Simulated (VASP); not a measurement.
Input of a VASP 6.6.1 run:

The input INCAR:

```
SYSTEM = WSe2
ALGO     = Normal         ! electronic algorithm
DIPOL    = 0.5 0.5 0.398
EDIFF    = 1E-6           ! SCF threshold, eV
ENCUT    = 520            ! plane-wave cutoff, eV
GGA      = PE             ! functional
IDIPOL   = 3            
ISIF     = 2              ! what is computed and relaxed
ISMEAR   = 0              ! smearing method
IVDW     = 12             ! dispersion correction
LASPH    = .True.         ! aspherical terms in the spheres
LCHARG   = .False.        ! write CHGCAR
LDIPOL   = .True.       
LREAL    = .False.        ! projectors in reciprocal space
LWAVE    = .False.        ! write WAVECAR
NBANDS   = 35             ! bands
NELM     = 60             ! most SCF steps
PREC     = Accurate       ! precision mode
SIGMA    = 0.05           ! smearing width, eV
```

File KPOINTS:

```
k-points
0
Gamma
  9 9 1
  0 0 0
```

Contents of POSCAR:

```
WSe2
1.0
    3.2854807123      0.0000000000      0.0000000000
   -1.6427403561      2.8453097605      0.0000000000
    0.0000000000      0.0000000000     24.2386612352
Se W
4 2
Direct
    0.3333333333      0.6666666667      0.1856538179
    0.3333333333      0.6666666667      0.3246602831
    0.3333333333      1.1666666667      0.4715330812
    0.3333333333      1.1666666667      0.6105395464
    0.6666666667      0.3333333333      0.2551570505
    0.0000000000      1.5000000000      0.5410363138
```

Potentials or basis: VASP PAW PBE potentials, release 64 (Se, W_sv).

Launch:

```bash
$ cat potpaw_PBE.64/Se/POTCAR potpaw_PBE.64/W_sv/POTCAR > POTCAR
$ mpirun -np 1 vasp_std > vasp.out
```

Problem. Estimate the largest force.

Solution. 0.114 eV/Å.

Problem. Predict the dispersion energy per atom.

Solution. -0.385 eV.

Problem. What does it give for the band gap on the k mesh?

Solution. 1.54 eV (least direct gap 1.65 eV).

Forces in eV/Å, atoms in the order of the input:
```
Se   0.002  0.001 -0.039
Se  -0.005 -0.003  0.114
Se   0.005  0.003 -0.114
Se  -0.002 -0.001  0.039
W   -0.006 -0.003  0.036
W    0.006  0.003 -0.036
```

Caveat: the cell differs from its parent crystal (layers slid over each other); spin-orbit coupling is left out, which moves the levels of the heavy elements.
